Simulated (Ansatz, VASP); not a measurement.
## SnO: VASP beside Ansatz

```
Sn O
1.0
     0.00000   -5.42500    0.00000
     5.42501    0.00000    0.00000
     0.00000    0.00000    9.51785
Sn O
8 8
Cartesian
  2.7125 -2.7119 0.0022
  0.0000 -5.4244 0.0022
  2.7125 -2.7131 4.7611
  0.0000 -0.0006 4.7611
  2.7125 -0.0006 2.4439
  0.0000 -2.7131 2.4439
  2.7125 -5.4244 7.2028
  0.0000 -2.7119 7.2028
  1.3563 -4.0697 3.6025
  4.0688 -1.3572 3.6025
  4.0688 -1.3553 8.3614
  1.3563 -4.0678 8.3614
  4.0688 -4.0697 3.6025
  1.3563 -1.3572 3.6025
  1.3563 -1.3553 8.3614
  4.0688 -4.0678 8.3614
```

Alike in both runs: functional PBE; dispersion D3(BJ); k mesh 6 × 6 × 6; occupations gaussian, width 0.1 eV; no spin polarisation.

Ansatz relaxed the structure, and its values are those at the end. VASP's run is a single point on that final structure, the one shown.

```csv
,VASP,Ansatz
version,VASP 6.6.1,Ansatz 0.2.0
potentials or method,"VASP PAW PBE potentials, release 64 (Sn_d, O), cutoff 520 eV","scalar-relativistic, plane waves, PAW"
valence electrons in the cell,160,160
```

```tsv
	VASP	Ansatz	Ansatz less VASP
gap on the k mesh at the Fermi level (eV)	none	none	-
pressure (GPa)	0.3	0.0	-0.25
rms of the force components (eV/Å)	0.035	0.003	-0.0320
```

A gap of «none» marks a metal or a gap that the smearing closes. Ansatz's warnings: structure snapped to symmetry.
